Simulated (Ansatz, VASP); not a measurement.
Two plane-wave programs on CdTe

```
CELL_PARAMETERS angstrom
0.00000 3.20500 3.20500
3.20500 0.00000 3.20500
3.20500 3.20500 0.00000
ATOMIC_POSITIONS crystal
Cd 0.00000 0.00000 0.00000
Te 0.75000 0.75000 0.75000
```

Alike in both runs: task electric field gradients; functional r2SCAN; k mesh 9 × 9 × 9; occupations fermi-dirac, width 0.08 eV; no spin polarisation.

|  | VASP | Ansatz |
| --- | --- | --- |
| version | VASP 6.6.1 | Ansatz 0.2.0 |
| potentials or method | VASP PAW PBE potentials, release 64 (Cd, Te) | PAW with Ansatz's default frozen-core files, scalar-relativistic |
| plane-wave cutoff (eV) | 520 | 500 |
| valence electrons in the cell | 18 | 36 |

VASP gave:

```
pressure (GPa) : 3.4
```

Q: Which values does Ansatz return?

A: Pressure (GPa): 3.2.

VASP's potentials were made for PBE, not for r2SCAN. VASP's potentials hold 18 valence electrons a cell and Ansatz's 36, so a difference there can come from the potentials and not from the codes.

Spin-orbit coupling is off throughout.
